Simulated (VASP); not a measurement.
**SnO2: relaxation of shape and atoms at fixed volume with PBE**

The system is SnO2.

```xyz
6
Lattice="4.9554 0.0000 0.0000 0.0000 4.9554 0.0000 0.0000 0.0000 3.2884" Properties=species:S:1:pos:R:3 pbc="T T T"
Sn    0.0000    0.0000    0.0000
Sn    2.4777    2.4777    1.6442
O     1.5245    1.5245    0.0000
O     4.0022    0.9532    1.6442
O     0.9532    4.0022    1.6442
O     3.4309    3.4309    0.0000
```

- Program: VASP 6.6.1
- Task: relaxation of shape and atoms at fixed volume
- Functional: PBE
- Potentials or basis: VASP PAW PBE potentials, release 64 (Sn_d, O)
- Cutoff: 600 eV
- k mesh: 6 × 6 × 10
- Occupations: gaussian, width 0.05 eV
- Spin: no spin polarisation
- Dipole correction: no
- Further INCAR settings: ALGO = Normal; EDIFF = 1e-07; IBRION = 2; EDIFFG = -0.01; NSW = 60; ISIF = 4

* Energy gained by relaxing: 0.5 meV/atom
* Ionic steps: 3
* Pressure after relaxing: -9.0 GPa
* Largest force after relaxing: 0.005 eV/Å
* Band gap on the k mesh: 0.12 eV

Forces on the atoms (eV/Å):
```
Sn   0.000  0.000  0.000
Sn   0.000  0.000  0.000
O   -0.003 -0.003  0.000
O   -0.003  0.003  0.000
O    0.003 -0.003  0.000
O    0.003  0.003  0.000
```

Stress tensor (GPa, compression positive):
```
-9.02  0.00  0.00
 0.00 -9.02  0.00
 0.00  0.00 -9.10
```

Step by step:
```csv
step,energy change (eV),largest force (eV/Å),pressure (GPa),volume (Å³)
1,0.0000,0.0886,-9.50,80.75
2,-0.0026,0.0247,-9.20,80.75
3,-0.0029,0.0049,-9.04,80.75
```

Final structure:
```
Sn O
1.0
     4.96813    0.00000    0.00000
     0.00000    4.96813    0.00000
     0.00000    0.00000    3.27150
Sn O
2 4
Cartesian
  0.0000 0.0000 0.0000
  2.4841 2.4841 1.6357
  1.5328 1.5328 0.0000
  4.0169 0.9512 1.6357
  0.9512 4.0169 1.6357
  3.4353 3.4353 0.0000
```

Levels at points of the mesh, in eV from the valence-band top:
| k point | band 24 | band 25 | band 26 | band 27 | band 28 | band 29 |
| --- | --- | --- | --- | --- | --- | --- |
| (0.00, 0.00, 0.00) | -0.70 | -0.70 | 0.00 | 0.12 | 5.15 | 5.84 |
| (0.50, 0.00, 0.00) | -1.18 | -0.59 | -0.59 | 3.25 | 3.25 | 6.54 |
| (0.50, 0.50, 0.00) | -1.29 | -0.81 | -0.81 | 3.62 | 3.62 | 6.76 |
| (0.00, 0.00, 0.50) | -1.35 | -1.10 | -1.10 | 4.93 | 4.93 | 8.86 |
| (0.50, 0.00, 0.50) | -0.92 | -0.80 | -0.80 | 5.15 | 5.15 | 6.99 |
| (0.50, 0.50, 0.50) | -0.89 | -0.72 | -0.72 | 3.83 | 3.83 | 8.15 |

It took 2.5 min on 1 thread of Intel(R) Xeon(R) 6975P-C (Granite Rapids), with other jobs on the host, peak memory 0.3 GiB.

Caveat: spin-orbit coupling is left out, which moves the levels of the heavy elements.
